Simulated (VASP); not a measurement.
Here is a VASP 6.6.1 calculation.

The input INCAR:

```
PREC = Accurate
ENCUT = 520
EDIFF = 1E-6
ISMEAR = 0
SIGMA = 0.05
LREAL = False
LASPH = True
NELM = 150
ALGO = Normal
ISIF = 2
LWAVE = False
LCHARG = False
LNONCOLLINEAR = True
MAGMOM = 0 0 0 0 0 0
LORBIT = 11
LSORBIT = True
GGA_COMPAT = False
LORBMOM = True
LMAXMIX = 4
GGA = PE
NBANDS = 34
```

The input KPOINTS:

```
regular mesh
0
Gamma
  16 16 10
```

Contents of POSCAR:

```
Ag
1.0
    2.9375624291      0.0000000000      0.0000000000
   -1.4687812146      2.5440036888      0.0000000000
    0.0000000000      0.0000000000      4.7895567306
Ag
2
Direct
    0.3333333333      0.6666666667      0.7500000000
    0.6666666667      0.3333333333      0.2500000000
```

Potentials or basis: VASP PAW PBE potentials, release 64 (Ag).

The run is started by

```bash
$ cat potpaw_PBE.64/Ag/POTCAR > POTCAR
$ mpirun -np 1 vasp_ncl > vasp.out
```

Predict the pressure.

-0.2 GPa.

What does it give for the net moment?

0.00 μB per cell.

Moments on the atoms (μB; x, y, z):
```
Ag  0.00 0.00 0.00
Ag  0.00 0.00 0.00
```
